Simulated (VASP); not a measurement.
# Se (Im-3m) in VASP: settings compared

Aim: see how the results for Se move with the level of theory and the settings. Levels: revPBE, BLYP, PBEsol, RPBE, r2SCAN. Tasks: single point.

All numbers are computed with VASP 6.6.1; they aren't measurements. Logs are shortened: lines on timing, memory, paths and dates and some standing lists are left out, and cuts for length are marked.

**1. The cell of the first run**

The structure is cubic, space group Im-3m (No. 229). Conventional cell: a = 2.808 Å, b = 2.808 Å, c = 2.808 Å, α = 90.00°, β = 90.00°, γ = 90.00°. Within 3.2 Å of Se (site symmetry m-3m) lie 14 Se at 2.43 to 2.81 Å.

**2. Single point, revPBE**

Input file INCAR:

```
SYSTEM = Se
ALGO = Normal
EDIFF = 1E-6
ENCUT = 520
GGA = RE
ISIF = 2
ISMEAR = -1
LASPH = .TRUE.
LCHARG = .FALSE.
LREAL = .FALSE.
LWAVE = .FALSE.
NBANDS = 9
NELM = 60
PREC = Accurate
SIGMA = 0.1
```

Input file KPOINTS:

```
k-points
0
G
  13 13 13
  0 0 0
```

Input file POSCAR:

```
Se
1.0
   -1.4038000000      1.4038000000      1.4038000000
    1.4038000000     -1.4038000000      1.4038000000
    1.4038000000      1.4038000000     -1.4038000000
Se
1
Direct
    0.0000000000      0.0000000000      0.0000000000
```

Potentials or basis: VASP PAW PBE potentials, release 64 (Se).

The run is started by

```
> cat potpaw_PBE.64/Se/POTCAR > POTCAR
> mpirun -np 1 vasp_std > vasp.out
```

OUTCAR:

```text
SYSTEM = Se
   EDIFF = 1E-6
   ENCUT = 520
   GGA = RE
   ISIF = 2
   ISMEAR = -1
   LASPH = .TRUE.
   LREAL = .FALSE.
   NELM = 60
   PREC = Accurate

 ion  position               nearest neighbor table
   1  0.000  0.000  0.000-

  LATTYP: Found a body centered cubic cell.
 ALAT       =     2.8076000000

  Lattice vectors:

 A1 = (  -1.4038000000,   1.4038000000,   1.4038000000)
 A2 = (   1.4038000000,  -1.4038000000,   1.4038000000)
 A3 = (   1.4038000000,   1.4038000000,  -1.4038000000)

Analysis of symmetry for initial positions (statically):
=====================================================================
 Subroutine PRICEL returns:
 Original cell was already a primitive cell.

 Routine SETGRP: Setting up the symmetry group for a
 body centered cubic supercell.

 Subroutine GETGRP returns: Found 48 space group operations
 (whereof 48 operations were pure point group operations)
 out of a pool of 48 trial point group operations.

The static configuration has the point symmetry O_h .

Analysis of symmetry for dynamics (positions and initial velocities):
=====================================================================
 Subroutine PRICEL returns:
 Original cell was already a primitive cell.

 Routine SETGRP: Setting up the symmetry group for a
 body centered cubic supercell.

 Subroutine GETGRP returns: Found 48 space group operations
 (whereof 48 operations were pure point group operations)
 out of a pool of 48 trial point group operations.

The dynamic configuration has the point symmetry O_h .

 Subroutine INISYM returns: Found 48 space group operations
 (whereof 48 operations are pure point group operations),
 and found     1 'primitive' translations

----------------------------------------------------------------------------------------

                                     Primitive cell

  volume of cell :      11.0656

  direct lattice vectors                    reciprocal lattice vectors
    -1.403800000  1.403800000  1.403800000     0.000000000  0.356176093  0.356176093
     1.403800000 -1.403800000  1.403800000     0.356176093  0.000000000  0.356176093
     1.403800000  1.403800000 -1.403800000     0.356176093  0.356176093  0.000000000

  length of vectors
     2.431452924  2.431452924  2.431452924     0.503709062  0.503709062  0.503709062

  position of ions in fractional coordinates (direct lattice)
     0.000000000  0.000000000  0.000000000

  ion indices of the primitive-cell ions
   primitive index   ion index
                 1           1

----------------------------------------------------------------------------------------

 KPOINTS: k-points

Automatic generation of k-mesh.
 Grid dimensions read from file:
 generate k-points for:   13   13   13

 Generating k-lattice:

  Cartesian coordinates                     Fractional coordinates (reciprocal lattice)
     0.000000000  0.027398161  0.027398161     0.076923077  0.000000000  0.000000000
     0.027398161  0.000000000  0.027398161     0.000000000  0.076923077  0.000000000
     0.027398161  0.027398161  0.000000000     0.000000000  0.000000000  0.076923077

  Length of vectors
     0.038746851  0.038746851  0.038746851

  Shift w.r.t. Gamma in fractional coordinates (k-lattice)
     0.000000000  0.000000000  0.000000000

 Subroutine IBZKPT returns following result:
 ===========================================

 Found     84 irreducible k-points:

 Following reciprocal coordinates:
            Coordinates               Weight
  0.000000  0.000000  0.000000      1.000000
  0.076923  0.000000  0.000000     12.000000
  0.153846  0.000000  0.000000     12.000000
  0.230769  0.000000  0.000000     12.000000
  0.307692  0.000000  0.000000     12.000000
  0.384615  0.000000  0.000000     12.000000
[... 16 lines left out ...]
  0.153846  0.076923  0.076923     24.000000
  0.230769  0.076923  0.076923     24.000000
 [... further k-points ...]
   k-points           NKPTS =     84   k-points in BZ     NKDIM =     84   number of bands    NBANDS=      9
   number of dos      NEDOS =    301   number of ions     NIONS =      1
   total plane-waves  NPLWV =   5832
   dimension x,y,z NGX =    18 NGY =   18 NGZ =   18
   dimension x,y,z NGXF=    36 NGYF=   36 NGZF=   36
   ions per type =               1
   NGX,Y,Z   is equivalent  to a cutoff of  12.31, 12.31, 12.31 a.u.
   NGXF,Y,Z  is equivalent  to a cutoff of  24.61, 24.61, 24.61 a.u.
 SYSTEM =  Se
   PREC   = accura    normal or accurate (medium, high low for compatibility)
   ISTART =      0    job   : 0-new  1-cont  2-samecut
   ICHARG =      2    charge: 1-file 2-atom 10-const
   ISPIN  =      1    spin polarized calculation?
   LNONCOLLINEAR =      F non collinear calculations
   LSORBIT =      F    spin-orbit coupling
   LASPH  =      T    aspherical Exc in radial PAW
   ENCUT  =  520.0 eV  38.22 Ry    6.18 a.u.   4.52  4.52  4.52*2*pi/ulx,y,z
   NELM   =     60;   NELMIN=  2; NELMDL= -5     # of ELM steps
   EDIFF  = 0.1E-05   stopping-criterion for ELM
   LREAL  =      F    real-space projection
   EDIFFG = 0.1E-04   stopping-criterion for IOM
   NSW    =      0    number of steps for IOM
   IBRION =     -1    ionic relax: 0-MD 1-quasi-New 2-CG
   NFREE  =      0    steps in history (QN), initial steepest desc. (CG)
   ISIF   =      2    stress and relaxation
   ISYM   =      2    0-nonsym 1-usesym 2-fastsym
   POTIM  = 0.5000    time-step for ionic-motion
   TEBEG  =    0.0;   TEEND  =   0.0 temperature during run
   PSTRESS=    0.0 pullay stress
   NELECT =       6.0000    total number of electrons
   NUPDOWN=      -1.0000    fix difference up-down
   EMIN   =  10.00;   EMAX   =-10.00  energy-range for DOS
   EFERMI =   0.00;   METHOD = LEGACY
   ISMEAR =    -1;   SIGMA  =   0.10  broadening in eV -4-tet -1-fermi 0-gaus
   EFERMI_NEDOS =   21; number of points for ismear=-14 and -15
   IALGO  =     38    algorithm
   IMIX   =      4    mixing-type and parameters
     AMIX     =   0.40;   BMIX     =  1.00
     AMIX_MAG =   1.60;   BMIX_MAG =  1.00
  volume/ion in A,a.u.               =      11.07        74.67
  Fermi-wavevector in a.u.,A,eV,Ry     =   1.334955  2.522699 24.247014  1.782105
  Thomas-Fermi vector in A             =   2.463697
   LORBIT       =      0    0 simple, 1 ext, 2 COOP (PROOUT), +10 PAW based schemes
   GGA     = RE    functional components
   LHFCALC =     F    Hartree Fock is set to
   AEXX    =    0.0000 exact exchange contribution
   IVDW    =     0    specifies the selected vdW correction
   LEPSILON=     F    determine dielectric tensor
   LRPA    =     F    only Hartree local field effects (RPA)
 non-spin polarized calculation
  energy-cutoff  :      520.00
  volume of cell :       11.07
 maximum number of plane-waves:       321
 NGX is ok and might be reduce to    18
   NGX =  9   NGY =  9   NGZ =  9

 number of electron       6.0000001 magnetization

 Free energy of the ion-electron system (eV)
  ---------------------------------------------------
  ext. energy  EPLUGINS =         0.00000000
  ---------------------------------------------------
  free energy    TOTEN  =         0.42146456 eV

  energy without entropy =        0.43591944  energy(sigma->0) =        0.42869200

 E-fermi :  15.3889     XC(G=0): -13.5644

 val. band max:       15.3424604832   @ k =   0.1538   0.1538   0.0000
 cond. band min:      15.4109510465   @ k =  -0.3846   0.4615   0.2308
 fundamental gap:      0.0684905633
 Fermi energy:        15.3889443420

 k-point     1 :       0.0000    0.0000    0.0000
  band No.  band energies     occupation
      1      -8.5967      2.00000
      2      23.0997      0.00000
      3      23.0997      0.00000
      4      23.0997      0.00000
      5      29.4341      0.00000
      6      29.4341      0.00000
      7      29.4341      0.00000
      8      33.2662      0.00000
      9      33.2662      0.00000

 k-point     2 :       0.0769    0.0000    0.0000
  band No.  band energies     occupation
      1      -8.3721      2.00000
      2      21.3563      0.00000
      3      22.1537      0.00000
      4      22.8632      0.00000
      5      28.3334      0.00000
      6      28.8773      0.00000
      7      30.7493      0.00000
      8      31.6465      0.00000
      9      32.0121      0.00000

 k-point     3 :       0.1538    0.0000    0.0000
  band No.  band energies     occupation
      1      -7.6988      2.00000
      2      17.6674      0.00000
      3      20.4098      0.00000
      4      22.2108      0.00000
      5      26.5971      0.00000
      6      27.2141      0.00000
      7      31.5427      0.00000
      8      32.3325      0.00000
      9      33.6045      0.00000

 k-point     4 :       0.2308    0.0000    0.0000
  band No.  band energies     occupation
      1      -6.5786      2.00000
      2      13.5710      2.00000
      3      18.7499      0.00000
      4      21.3394      0.00000
      5      25.0751      0.00000
      6      25.7535      0.00000
      7      31.9826      0.00000
      8      33.5409      0.00000
      9      37.1228      0.00000

 k-point     5 :       0.3077    0.0000    0.0000
  band No.  band energies     occupation
      1      -5.0177      2.00000
      2       9.6025      2.00000
      3      17.4186      0.00000
      4      20.4972      0.00000
      5      23.9049      0.00000
      6      24.6598      0.00000
      7      33.1467      0.00000
      8      35.0308      0.00000
      9      41.0659      0.00000

 k-point     6 :       0.3846    0.0000    0.0000
  band No.  band energies     occupation
      1      -3.0396      2.00000
      2       5.9636      2.00000
      3      16.5004      0.00003
      4      19.8605      0.00000
      5      23.1178      0.00000
      6      23.9338      0.00000
      7      34.8664      0.00000
      8      36.8315      0.00000
      9      42.8884      0.00000
[... 169 lines left out ...]
 k-point    21 :       0.3077    0.3077    0.0000
  band No.  band energies     occupation
      1       1.4455      2.00000
      2       5.0441      2.00000
      3       6.3910      2.00000
      4      16.6729      0.00001
      5      28.0084      0.00000
      6      30.2212      0.00000
      7      32.3941      0.00000
      8      39.2853      0.00000
      9      41.3987      0.00000

 k-point    22 :       0.0769    0.0769    0.0769
  band No.  band energies     occupation
      1      -7.2504      2.00000
      2      16.6143      0.00001
      3      19.3234      0.00000
      4      19.3234      0.00000
      5      28.2582      0.00000
      6      28.2582      0.00000
      7      32.6072      0.00000
      8      32.6072      0.00000
      9      33.7810      0.00000

 k-point    23 :       0.1538    0.0769    0.0769
  band No.  band energies     occupation
      1      -6.1315      2.00000
      2      13.5175      2.00000
      3      16.6164      0.00001
      4      17.9950      0.00000
      5      28.1821      0.00000
      6      28.4884      0.00000
      7      33.1062      0.00000
      8      33.5796      0.00000
      9      35.7179      0.00000

 k-point    24 :       0.2308    0.0769    0.0769
  band No.  band energies     occupation
      1      -4.5742      2.00000
      2       9.8789      2.00000
      3      14.9369      1.97846
      4      16.8935      0.00000
      5      27.8100      0.00000
      6      27.8740      0.00000
      7      33.9171      0.00000
      8      35.2579      0.00000
      9      38.8241      0.00000

 [... further k-points ...]

------------------------ aborting loop because EDIFF is reached ----------------------------------------

  FORCE on cell =-STRESS in cart. coord.  units (eV):
  Direction    XX          YY          ZZ          XY          YZ          ZX
  --------------------------------------------------------------------------------------
  -------------------------------------------------------------------------------------
  Total       12.0886023     12.0886023     12.0886023      0.0000000      0.0000000     -0.0000000
  in kB     1750.2938555   1750.2938555   1750.2938555      0.0000000      0.0000000     -0.0000000
  external PRESSURE =    1750.2938555 kB  Pullay stress =       0.0000000 kB

 VOLUME and BASIS-vectors are now :
 -----------------------------------------------------------------------------
  energy-cutoff  :      520.00
  volume of cell :       11.07
      direct lattice vectors                 reciprocal lattice vectors
    -1.403800000  1.403800000  1.403800000     0.000000000  0.356176093  0.356176093
     1.403800000 -1.403800000  1.403800000     0.356176093  0.000000000  0.356176093
     1.403800000  1.403800000 -1.403800000     0.356176093  0.356176093  0.000000000

 POSITION                                       TOTAL-FORCE (eV/Angst)
 -----------------------------------------------------------------------------------
      0.00000      0.00000      0.00000        -0.000000      0.000000      0.000000
 -----------------------------------------------------------------------------------
    total drift:                               -0.000000      0.000000     -0.000000

  FREE ENERGIE OF THE ION-ELECTRON SYSTEM (eV)
  ---------------------------------------------------
  free  energy   TOTEN  =         0.4214645582 eV

  energy  without entropy=        0.4359194438  energy(sigma->0) =        0.42869200
```

Run time: 3.9 s. Hardware: 1 thread of AMD EPYC 9R45 (Zen 5), shared host; peak memory 0.09 GiB.

Results:

- Free energy: 0.4215 eV
- Pressure: 175.0 GPa
- Band gap on the k mesh: zero (band 3 reaches 23.10 eV, above the bottom of band 4 at 7.83 eV)

Levels at points of the mesh, in eV from the Fermi level:
| k point | band 1 | band 2 | band 3 | band 4 | band 5 | band 6 | band 7 |
| --- | --- | --- | --- | --- | --- | --- | --- |
| (0.00, 0.00, 0.00) | -23.99 | 7.71 | 7.71 | 7.71 | 14.05 | 14.05 | 14.05 |

Caveat: the PAW data sets were made with another functional, which shifts forces and pressure a little.

(Part 1 of 2 ends here.)
